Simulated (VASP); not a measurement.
Sb, 2 atoms in the cell. Symmetry: R-3m, No. 166, trigonal system. The conventional cell has a = 4.341 Å, b = 4.341 Å, c = 11.605 Å, α = 90.00°, β = 90.00°, γ = 120.00°. Within 3.8 Å of Sb (site symmetry 3m) lie 6 Sb at 2.92 to 3.45 Å. 

```yaml
Program: VASP 6.6.1
Task: single point
Functional: r2SCAN
Potentials_or_basis: VASP PAW PBE potentials, release 64 (Sb)
Cutoff: 520 eV
k_mesh: 9 × 9 × 9
Occupations: gaussian, width 0.1 eV
Spin: no spin polarisation
Dipole_correction: no
Further_INCAR_settings: ALGO = Normal; EDIFF = 1e-07; NBANDS = 12
```

Potentials or basis: VASP PAW PBE potentials, release 64 (Sb).

The run is started by

```sh
$ cat potpaw_PBE.64/Sb/POTCAR > POTCAR
$ cp INCAR.step1 INCAR
$ mpirun -np 1 vasp_std > vasp.out
$ cp INCAR.step2 INCAR
$ mpirun -np 1 vasp_std > vasp.out
```

Hardware: 1 thread of Intel(R) Xeon(R) 6975P-C (Granite Rapids), with other jobs on the host.

Q: Estimate the wall time of this run.

A: Wall time 84 s on 1 thread of Intel(R) Xeon(R) 6975P-C (Granite Rapids), on a shared host, peak memory 0.22 GiB. Counts: k points 85.
